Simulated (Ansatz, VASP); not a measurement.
One calculation of C, two programs

```xyz
12
Lattice="2.5205 0.0000 0.0000 -1.2603 2.1829 0.0000 0.0000 0.0000 11.8077" Properties=species:S:1:pos:R:3 pbc="T T T"
C     0.0000    0.0000    2.2064
C     0.0000    0.0000    8.1102
C     0.0000    0.0000    3.6975
C     0.0000    0.0000    9.6013
C     0.0000    1.4552    6.1491
C     1.2603    0.7276    0.2452
C     0.0000    1.4552   11.5625
C     1.2603    0.7276    5.6586
C     0.0000    1.4552    7.6171
C     1.2603    0.7276    1.7132
C     0.0000    1.4552   10.0945
C     1.2603    0.7276    4.1906
```

Alike in both runs: task single point; functional PBE; k mesh 12 × 12 × 2; occupations gaussian, width 0.05 eV; no spin polarisation.

|  | VASP | Ansatz |
| --- | --- | --- |
| version | VASP 6.6.1 | Ansatz 0.2.0 |
| potentials or method | VASP PAW PBE potentials, release 64 (C), cutoff 520 eV | scalar-relativistic, plane waves, PAW |
| valence electrons in the cell | 48 | 48 |

Ansatz gave:

| Quantity | Value |
| --- | --- |
| gap on the k mesh at the Fermi level (eV) | 4.01 |
| least direct gap on the mesh (eV) | 4.90 |
| pressure (GPa) | 26.2 |
| traceless stress, the component that is largest in VASP (GPa) | 47.29 |
| rms of the force components (eV/Å) | 0.249 |

Problem. Which values does VASP return?

Solution. gap on the k mesh at the Fermi level (eV): 4.00; least direct gap on the mesh (eV): 4.89; pressure (GPa): 27.1; traceless stress, the component that is largest in VASP (GPa): 47.56; rms of the force components (eV/Å): 0.258.

Atom by atom the forces differ by 0.010 eV/Å (rms over components).
